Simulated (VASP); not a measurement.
Input of a VASP 6.6.1 run:

File INCAR:

```
ALGO = Normal ; EDIFF = 1E-6
ENCUT = 520 ; GGA = PE
ISIF = 2 ; ISMEAR = 0
LASPH = True ; LCHARG = False
LREAL = False ; LWAVE = False
NBANDS = 20 ; NELM = 100
PREC = Accurate ; SIGMA = 0.05
```

KPOINTS

```
k-points
0
Gamma
  12 12 12
```

File POSCAR:

```
SnO2
1.0
    1.6369756479      0.9451083310      4.9797335685
   -1.6369756479      0.9451083310      4.9797335685
    0.0000000000     -1.8902166619      4.9797335685
Sn O
1 2
Direct
    0.5049182473      0.4950817527      0.5000000000
    0.2166363734      0.2531289750      0.2348826742
    0.7468710250      0.7833636266      0.7651173258
```

Potentials or basis: VASP PAW PBE potentials, release 64 (Sn_d, O).

Run with:

```bash
$ cat potpaw_PBE.64/Sn_d/POTCAR potpaw_PBE.64/O/POTCAR > POTCAR
$ mpirun -np 1 vasp_std > vasp.out
```

(1) Predict the band gap on the k mesh.

(2) What does it give for the pressure?

(3) What does it give for the largest force?

Results:

(1) 1.77 eV (least direct gap 1.92 eV).

(2) -3.7 GPa.

(3) 0.890 eV/Å.

Caveat: the cell differs from its parent crystal (atoms displaced along a vibrational mode, the cell strained); the cell stands under tension; spin-orbit coupling is left out, which moves the levels of the heavy elements.
